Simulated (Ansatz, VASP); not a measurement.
## Sb: VASP beside Ansatz

```
CELL_PARAMETERS angstrom
3.05866 0.00000 0.00000
0.00000 4.25877 0.00000
-0.03812 0.00000 4.31591
ATOMIC_POSITIONS crystal
Sb 0.01139 0.25000 0.24117
Sb 0.98861 0.75000 0.75883
```

Alike in both runs: task single point; functional PBEsol; k mesh 9 × 6 × 6; occupations fermi-dirac, width 0.05 eV; no spin polarisation.

|  | VASP | Ansatz |
| --- | --- | --- |
| version | VASP 6.6.1 | Ansatz 0.2.0 |
| potentials or method | VASP PAW PBE potentials, release 64 (Sb) | Ansatz PAW |
| plane-wave cutoff (eV) | 520 | 420 |
| valence electrons in the cell | 10 | 30 |

Ansatz gave:

* gap on the k mesh at the Fermi level (eV): none
* pressure (GPa): 1.4
* traceless stress, the component that is largest in VASP (GPa): 0.19
* rms of the force components (eV/Å): 0.080

Problem. Estimate VASP's values.

Solution. gap on the k mesh at the Fermi level (eV): none; pressure (GPa): 1.6; traceless stress, the component that is largest in VASP (GPa): 0.20; rms of the force components (eV/Å): 0.088.

VASP's potentials were made for PBE, not for PBEsol. Atom by atom the forces differ by 0.008 eV/Å (rms over components). A gap of «none» marks a metal or a gap that the smearing closes. VASP's potentials hold 10 valence electrons a cell and Ansatz's 30, so a difference there can come from the potentials and not from the codes.

Neither program's run includes spin-orbit coupling.
